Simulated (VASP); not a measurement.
BAs, 2 atoms in the cell. Symmetry: F-43m, No. 216, cubic system. The conventional cell has a = 4.679 Å, b = 4.679 Å, c = 4.679 Å, α = 90.00°, β = 90.00°, γ = 90.00°. Within 2.7 Å of B (site symmetry -43m) lie 4 As at 2.03 Å. As (site symmetry -43m) has 4 B at 2.03 Å within 2.7 Å. 

- Program: VASP 6.6.1
- Task: electric field gradients
- Functional: LDA
- Potentials or basis: VASP PAW LDA potentials, release 64 (B, As_d)
- Cutoff: 420 eV
- k mesh: 15 × 15 × 15
- Occupations: fermi-dirac, width 0.03 eV
- Spin: no spin polarisation
- Dipole correction: no
- Further INCAR settings: ALGO = Normal; EDIFF = 1e-08; NBANDS = 16

Potentials or basis: VASP PAW LDA potentials, release 64 (B, As_d).

The run is started by

```bash
$ cat potpaw_LDA.64/B/POTCAR potpaw_LDA.64/As_d/POTCAR > POTCAR
$ mpirun -np 1 vasp_std > vasp.out
```

Hardware: 1 thread of Intel(R) Xeon(R) Platinum 8488C (Sapphire Rapids) (shared host).

Question: Estimate the wall time of this run.

Answer: Run time: 17 s on 1 thread of Intel(R) Xeon(R) Platinum 8488C (Sapphire Rapids) (shared host), peak memory 0.15 GiB. Counts: scf iterations 14, k points 120.
